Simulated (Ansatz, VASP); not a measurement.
**Sr3W4: VASP beside Ansatz**

File INCAR:

```
PREC     = Accurate       # precision mode
ENCUT    = 500            # plane-wave cutoff, eV
EDIFF    = 1E-7           # SCF threshold, eV
ISMEAR   = 0              # smearing method
SIGMA    = 0.1            # smearing width, eV
LREAL    = False          # projectors in reciprocal space
LASPH    = True           # aspherical terms in the spheres
NELM     = 120            # most SCF steps
ALGO     = Normal         # electronic algorithm
ISIF     = 3              # what is computed and relaxed
LWAVE    = False          # write WAVECAR
LCHARG   = False          # write CHGCAR
GGA      = PE             # functional
IBRION   = 2              # ionic algorithm
NSW      = 90             # ionic steps
EDIFFG   = -0.04          # ionic threshold
GGA_COMPAT= False        
NELMIN   = 4
```

KPOINTS

```
Automatic mesh
0
Gamma
  4 4 4
```

The input POSCAR:

```
Sr3W4
1.0
    5.0641089600      0.0000000000      0.0000000000
    0.0000000000      5.0641089600      0.0000000000
    0.0000000000      0.0000000000      5.0641089600
Sr W
3 4
Direct
    0.5000000000      0.5000000000      0.0000000000
    0.0000000000      0.5000000000      0.5000000000
    0.5000000000      0.0000000000      0.5000000000
    0.5000000000      0.5000000000      0.5000000000
    0.5000000000      0.0000000000      0.0000000000
    0.0000000000      0.5000000000      0.0000000000
    0.0000000000      0.0000000000      0.5000000000
```

Input for Ansatz:

```yaml
crystal:
  lattice:
    - [5.06410896, 0.0, 0.0]
    - [0.0, 5.06410896, 0.0]
    - [0.0, 0.0, 5.06410896]
  atoms:
    - { symbol: Sr, position: [0.5, 0.5, 0.0] }
    - { symbol: Sr, position: [0.0, 0.5, 0.5] }
    - { symbol: Sr, position: [0.5, 0.0, 0.5] }
    - { symbol: W, position: [0.5, 0.5, 0.5] }
    - { symbol: W, position: [0.5, 0.0, 0.0] }
    - { symbol: W, position: [0.0, 0.5, 0.0] }
    - { symbol: W, position: [0.0, 0.0, 0.5] }
basis:
  ecutwfc: 420
kpoints:
  mp_grid: { grid: [4, 4, 4] }
hamiltonian:
  xc: pbe
scf:
  occupations: { method: gaussian, width: 0.1 }
  lower_state_search: "off"
output:
  forces: true
  stress: true
  eigenvalues: true
relax:
  adjacent_minimum: "off"
  f_tol: 0.04
  max_steps: 70
  cell: { stress_tol: 0.4 }
```

Change from the starting cell: species swapped into the W3N4 type (Pm-3m, No. 221).

Alike in both runs: task relaxation of cell and atoms; functional PBE; k mesh 4 × 4 × 4; occupations gaussian, width 0.1 eV; no spin polarisation.

```csv
,VASP,Ansatz
version,VASP 6.6.1,Ansatz 0.2.0
potentials or method,"VASP PAW PBE potentials, release 64 (Sr_sv, W_sv), cutoff 500 eV","scalar-relativistic, plane waves, PAW"
valence electrons in the cell,86,86
```

```csv
,VASP,Ansatz,Ansatz less VASP
"gap on the k mesh at the Fermi level, each at its own relaxed structure (eV)",none,none,-
relaxed volume (Å³/atom),29.20,28.75,-0.449
relaxed cell length with the largest relative difference (Å),5.891,5.860,-0.0303
```

A gap of «none» marks a metal or a gap that the smearing closes.

Neither program's run includes spin-orbit coupling. Noted on VASP's run: the volume moved by over 15 % at a fixed basis, so the end points are rough.
